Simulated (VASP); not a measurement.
Runs of VASP 6.6.1 on Ni. Symmetry: Fm-3m, No. 225, cubic system. The conventional cell has a = 3.536 Å, b = 3.536 Å, c = 3.536 Å, α = 90.00°, β = 90.00°, γ = 90.00°. Ni (site symmetry m-3m) has 12 Ni at 2.50 Å within 3.3 Å. 

| k mesh | smearing | gap on the mesh (eV) | pressure (GPa) |
| --- | --- | --- | --- |
| 14 × 14 × 14 | methfessel-paxton 0.15 eV | none | -4.0 |
| 7 × 7 × 7 | fermi-dirac 0.05 eV | none | -4.0 |
| 14 × 14 × 14 | tetrahedron | none | (a) |
| 14 × 14 × 14 | fermi-dirac 0.05 eV | none | -3.8 |

Alike in all rows: task single point; level PBE; potentials or basis VASP PAW PBE potentials, release 64 (Ni); no spin polarisation; cell as given; cutoff (eV) 600.

Problem. Fill in the values left out.

Solution. (a) -4.2.

Caveats: some runs use coarse meshes; the run has no spin polarisation, though such a crystal can be magnetic; tetrahedron occupations give inexact forces and stress in metals (some runs).

A gap of «none» marks levels without a gap at the run's occupations.
